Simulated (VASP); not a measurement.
# AlNi (Pm-3m) in VASP: a series of runs

AlNi is run at these levels: PBEsol; tasks: single point, relaxation of cell and atoms.

All numbers are computed with VASP 6.6.1; they aren't measurements. Logs are shortened: lines on timing, memory, paths and dates and some standing lists are left out, and cuts for length are marked.

## 1. The cell of the first run

Symmetry: Pm-3m, No. 221, cubic system. The conventional cell has a = 2.841 Å, b = 2.841 Å, c = 2.841 Å, α = 90.00°, β = 90.00°, γ = 90.00°. Al (site symmetry m-3m) has 8 Ni at 2.46 Å and 6 Al at 2.84 Å within 3.2 Å. Ni (site symmetry m-3m) has 8 Al at 2.46 Å and 6 Ni at 2.84 Å within 3.2 Å.

## 2. Single point, PBEsol

The input, INCAR:

```
SYSTEM = AlNi
PREC = Accurate
ENCUT = 520
EDIFF = 1E-6
ISMEAR = 0
SIGMA = 0.1
LREAL = .False.
LASPH = .True.
NELM = 80
ALGO = Normal
ISIF = 2
LWAVE = .False.
LCHARG = .False.
GGA = PS
NBANDS = 14
```

The input, KPOINTS:

```
regular mesh
0
Gamma
  14 14 14
  0 0 0
```

The input, POSCAR:

```
AlNi
1.0
    2.8412011142      0.0000000000      0.0000000000
    0.0000000000      2.8412011142      0.0000000000
    0.0000000000      0.0000000000      2.8412011142
Al Ni
1 1
Direct
    0.5000000000      0.5000000000      0.5000000000
    0.0000000000      0.0000000000      0.0000000000
```

Potentials or basis: VASP PAW PBE potentials, release 64 (Al, Ni).

Command:

```sh
$ cat potpaw_PBE.64/Al/POTCAR potpaw_PBE.64/Ni/POTCAR > POTCAR
$ mpirun -np 1 vasp_std > vasp.out
```

OUTCAR:

```text
SYSTEM = AlNi
   PREC = Accurate
   ENCUT = 520
   EDIFF = 1E-6
   ISMEAR = 0
   LREAL = .False.
   LASPH = .True.
   NELM = 80
   ISIF = 2
   GGA = PS

 ion  position               nearest neighbor table
   1  0.500  0.500  0.500-   2 2.46   2 2.46   2 2.46   2 2.46   2 2.46   2 2.46   2 2.46   2 2.46

   2  0.000  0.000  0.000-   1 2.46   1 2.46   1 2.46   1 2.46   1 2.46   1 2.46   1 2.46   1 2.46

  LATTYP: Found a simple cubic cell.
 ALAT       =     2.8412011142

  Lattice vectors:

 A1 = (   2.8412011142,   0.0000000000,   0.0000000000)
 A2 = (   0.0000000000,   2.8412011142,   0.0000000000)
 A3 = (   0.0000000000,   0.0000000000,   2.8412011142)

Analysis of symmetry for initial positions (statically):
=====================================================================
 Subroutine PRICEL returns:
 Original cell was already a primitive cell.

 Routine SETGRP: Setting up the symmetry group for a
 simple cubic supercell.

 Subroutine GETGRP returns: Found 48 space group operations
 (whereof 48 operations were pure point group operations)
 out of a pool of 48 trial point group operations.

The static configuration has the point symmetry O_h .

Analysis of symmetry for dynamics (positions and initial velocities):
=====================================================================
 Subroutine PRICEL returns:
 Original cell was already a primitive cell.

 Routine SETGRP: Setting up the symmetry group for a
 simple cubic supercell.

 Subroutine GETGRP returns: Found 48 space group operations
 (whereof 48 operations were pure point group operations)
 out of a pool of 48 trial point group operations.

The dynamic configuration has the point symmetry O_h .

 Subroutine INISYM returns: Found 48 space group operations
 (whereof 48 operations are pure point group operations),
 and found     1 'primitive' translations

----------------------------------------------------------------------------------------

                                     Primitive cell

  volume of cell :      22.9354

  direct lattice vectors                    reciprocal lattice vectors
     2.841201114  0.000000000  0.000000000     0.351963821  0.000000000  0.000000000
     0.000000000  2.841201114  0.000000000     0.000000000  0.351963821  0.000000000
     0.000000000  0.000000000  2.841201114     0.000000000  0.000000000  0.351963821

  length of vectors
     2.841201114  2.841201114  2.841201114     0.351963821  0.351963821  0.351963821

  position of ions in fractional coordinates (direct lattice)
     0.500000000  0.500000000  0.500000000
     0.000000000  0.000000000  0.000000000

  ion indices of the primitive-cell ions
   primitive index   ion index
                 1           1
                 2           2

----------------------------------------------------------------------------------------

 KPOINTS: regular mesh

Automatic generation of k-mesh.
 Grid dimensions read from file:
 generate k-points for:   14   14   14

 Generating k-lattice:

  Cartesian coordinates                     Fractional coordinates (reciprocal lattice)
     0.025140273  0.000000000  0.000000000     0.071428571  0.000000000  0.000000000
     0.000000000  0.025140273  0.000000000     0.000000000  0.071428571  0.000000000
     0.000000000  0.000000000  0.025140273     0.000000000  0.000000000  0.071428571

  Length of vectors
     0.025140273  0.025140273  0.025140273

  Shift w.r.t. Gamma in fractional coordinates (k-lattice)
     0.000000000  0.000000000  0.000000000

 Subroutine IBZKPT returns following result:
 ===========================================

 Found    120 irreducible k-points:

 Following reciprocal coordinates:
            Coordinates               Weight
  0.000000  0.000000  0.000000      1.000000
  0.071429  0.000000  0.000000      6.000000
  0.142857  0.000000  0.000000      6.000000
  0.214286  0.000000  0.000000      6.000000
  0.285714  0.000000  0.000000      6.000000
  0.357143  0.000000  0.000000      6.000000
[... 16 lines left out ...]
  0.285714  0.214286  0.000000     24.000000
  0.357143  0.214286  0.000000     24.000000
 [... further k-points ...]
   k-points           NKPTS =    120   k-points in BZ     NKDIM =    120   number of bands    NBANDS=     14
   number of dos      NEDOS =    301   number of ions     NIONS =      2
   total plane-waves  NPLWV =  13824
   dimension x,y,z NGX =    24 NGY =   24 NGZ =   24
   dimension x,y,z NGXF=    48 NGYF=   48 NGZF=   48
   ions per type =               1   1
   NGX,Y,Z   is equivalent  to a cutoff of  14.04, 14.04, 14.04 a.u.
   NGXF,Y,Z  is equivalent  to a cutoff of  28.09, 28.09, 28.09 a.u.
 SYSTEM =  AlNi
   PREC   = accura    normal or accurate (medium, high low for compatibility)
   ISTART =      0    job   : 0-new  1-cont  2-samecut
   ICHARG =      2    charge: 1-file 2-atom 10-const
   ISPIN  =      1    spin polarized calculation?
   LNONCOLLINEAR =      F non collinear calculations
   LSORBIT =      F    spin-orbit coupling
   LASPH  =      T    aspherical Exc in radial PAW
   ENCUT  =  520.0 eV  38.22 Ry    6.18 a.u.   5.28  5.28  5.28*2*pi/ulx,y,z
   NELM   =     80;   NELMIN=  2; NELMDL= -5     # of ELM steps
   EDIFF  = 0.1E-05   stopping-criterion for ELM
   LREAL  =      F    real-space projection
   EDIFFG = 0.1E-04   stopping-criterion for IOM
   NSW    =      0    number of steps for IOM
   IBRION =     -1    ionic relax: 0-MD 1-quasi-New 2-CG
   NFREE  =      0    steps in history (QN), initial steepest desc. (CG)
   ISIF   =      2    stress and relaxation
   ISYM   =      2    0-nonsym 1-usesym 2-fastsym
   POTIM  = 0.5000    time-step for ionic-motion
   TEBEG  =    0.0;   TEEND  =   0.0 temperature during run
   PSTRESS=    0.0 pullay stress
   NELECT =      13.0000    total number of electrons
   NUPDOWN=      -1.0000    fix difference up-down
   EMIN   =  10.00;   EMAX   =-10.00  energy-range for DOS
   EFERMI =   0.00;   METHOD = LEGACY
   ISMEAR =     0;   SIGMA  =   0.10  broadening in eV -4-tet -1-fermi 0-gaus
   EFERMI_NEDOS =   21; number of points for ismear=-14 and -15
   IALGO  =     38    algorithm
   IMIX   =      4    mixing-type and parameters
     AMIX     =   0.40;   BMIX     =  1.00
     AMIX_MAG =   1.60;   BMIX_MAG =  1.00
  volume/ion in A,a.u.               =      11.47        77.39
  Fermi-wavevector in a.u.,A,eV,Ry     =   1.354838  2.560272 24.974656  1.835585
  Thomas-Fermi vector in A             =   2.481976
   LORBIT       =      0    0 simple, 1 ext, 2 COOP (PROOUT), +10 PAW based schemes
   GGA     = PS    functional components
   LHFCALC =     F    Hartree Fock is set to
   AEXX    =    0.0000 exact exchange contribution
   IVDW    =     0    specifies the selected vdW correction
   LEPSILON=     F    determine dielectric tensor
   LRPA    =     F    only Hartree local field effects (RPA)
 non-spin polarized calculation
 Gauss-broadening in eV      SIGMA  =   0.10
  energy-cutoff  :      520.00
  volume of cell :       22.94
 maximum number of plane-waves:       635
 NGX is ok and might be reduce to    24
   NGX = 11   NGY = 11   NGZ = 11

 number of electron      12.9999999 magnetization

 Free energy of the ion-electron system (eV)
  ---------------------------------------------------
  ext. energy  EPLUGINS =         0.00000000
  ---------------------------------------------------
  free energy    TOTEN  =       -11.58019684 eV

  energy without entropy =      -11.57518002  energy(sigma->0) =      -11.57768843

 E-fermi :  10.4287     XC(G=0): -12.3701

 val. band max:       10.4261449243   @ k =   0.3571   0.2143   0.0714
 cond. band min:      10.4362247476   @ k =   0.3571   0.1429   0.1429
 fundamental gap:      0.0100798233
 Fermi energy:        10.4286684142

 k-point     1 :       0.0000    0.0000    0.0000
  band No.  band energies     occupation
      1      -0.9827      2.00000
      2       7.0141      2.00000
      3       7.0141      2.00000
      4       8.8270      2.00000
      5       8.8270      2.00000
      6       8.8270      2.00000
      7      16.1334      0.00000
      8      16.1334      0.00000
      9      16.1334      0.00000
     10      18.7394      0.00000
     11      18.7394      0.00000
     12      24.9478      0.00000
     13      31.8469      0.00000
     14      31.8469      0.00000

 k-point     2 :       0.0714    0.0000    0.0000
  band No.  band energies     occupation
      1      -0.8858      2.00000
      2       7.0081      2.00000
      3       7.0377      2.00000
      4       8.7837      2.00000
      5       8.7837      2.00000
      6       8.8317      2.00000
      7      15.1269      0.00000
      8      16.2613      0.00000
      9      16.2613      0.00000
     10      18.7418      0.00000
     11      19.6579      0.00000
     12      25.2748      0.00000
     13      30.7680      0.00000
     14      30.7680      0.00000

 k-point     3 :       0.1429    0.0000    0.0000
  band No.  band energies     occupation
      1      -0.5968      2.00000
      2       6.9659      2.00000
      3       7.1045      2.00000
      4       8.6670      2.00000
      5       8.6670      2.00000
      6       8.8447      2.00000
      7      13.4937      0.00000
      8      16.6325      0.00000
      9      16.6325      0.00000
     10      18.7490      0.00000
     11      20.9864      0.00000
     12      26.3104      0.00000
     13      29.0097      0.00000
     14      29.0097      0.00000
[... 324 lines left out ...]
 k-point    23 :       0.2857    0.2143    0.0000
  band No.  band energies     occupation
      1       1.3493      2.00000
      2       6.7052      2.00000
      3       7.2507      2.00000
      4       8.0474      2.00000
      5       8.3947      2.00000
      6       8.6015      2.00000
      7      11.1939      0.00000
      8      13.7060      0.00000
      9      18.9958      0.00000
     10      19.5297      0.00000
     11      22.3873      0.00000
     12      26.1656      0.00000
     13      26.6679      0.00000
     14      28.2317      0.00000

 k-point    24 :       0.3571    0.2143    0.0000
  band No.  band energies     occupation
      1       2.1367      2.00000
      2       6.0340      2.00000
      3       7.4293      2.00000
      4       8.0000      2.00000
      5       8.2663      2.00000
      6       8.6227      2.00000
      7      10.3601      1.66779
      8      14.3459      0.00000
      9      18.4637      0.00000
     10      19.8826      0.00000
     11      22.3412      0.00000
     12      24.6781      0.00000
     13      26.9578      0.00000
     14      28.5214      0.00000

 [... further k-points ...]
[... 5 lines left out ...]
  --------------------------------------------------------------------------------------
  -------------------------------------------------------------------------------------
  Total        0.6082696      0.6082696      0.6082696     -0.0000000     -0.0000000      0.0000000
  in kB       42.4913753     42.4913753     42.4913753     -0.0000000     -0.0000000      0.0000000
  external PRESSURE =      42.4913753 kB  Pullay stress =       0.0000000 kB

 VOLUME and BASIS-vectors are now :
 -----------------------------------------------------------------------------
  energy-cutoff  :      520.00
  volume of cell :       22.94
      direct lattice vectors                 reciprocal lattice vectors
     2.841201114  0.000000000  0.000000000     0.351963821  0.000000000  0.000000000
     0.000000000  2.841201114  0.000000000     0.000000000  0.351963821  0.000000000
     0.000000000  0.000000000  2.841201114     0.000000000  0.000000000  0.351963821

 POSITION                                       TOTAL-FORCE (eV/Angst)
 -----------------------------------------------------------------------------------
      1.42060      1.42060      1.42060         0.000000      0.000000      0.000000
      0.00000      0.00000      0.00000         0.000000      0.000000      0.000000
 -----------------------------------------------------------------------------------
    total drift:                                0.000000      0.000000      0.000000

  FREE ENERGIE OF THE ION-ELECTRON SYSTEM (eV)
  ---------------------------------------------------
  free  energy   TOTEN  =       -11.5801968379 eV

  energy  without entropy=      -11.5751800171  energy(sigma->0) =      -11.57768843
```

Wall time 35 s (1 thread of Intel Xeon Platinum 8375C at 2.90GHz (Ice Lake), shared host); peak memory 0.16 GiB.

Results:

* Free energy: -11.5802 eV
* Pressure: 4.2 GPa

Levels at points of the mesh, in eV from the Fermi level:
| k point | band 4 | band 5 | band 6 | band 7 | band 8 | band 9 | band 10 | band 11 |
| --- | --- | --- | --- | --- | --- | --- | --- | --- |
| (0.00, 0.00, 0.00) | -1.60 | -1.60 | -1.60 | 5.70 | 5.70 | 5.70 | 8.31 | 8.31 |
| (0.50, 0.00, 0.00) | -2.35 | -2.35 | -1.51 | -0.64 | 8.37 | 10.23 | 10.23 | 11.35 |
| (0.50, 0.50, 0.00) | -2.97 | -2.17 | -2.17 | -1.04 | 1.57 | 2.73 | 12.79 | 15.49 |
| (0.50, 0.50, 0.50) | -1.01 | -1.01 | 1.97 | 1.97 | 1.97 | 4.13 | 4.69 | 4.69 |

Caveat: the PAW data sets were made with another functional, which shifts forces and pressure a little. Spin polarisation is off, so any magnetic state and its effect on volume and gap are missing.

[end of part 1 of 2]
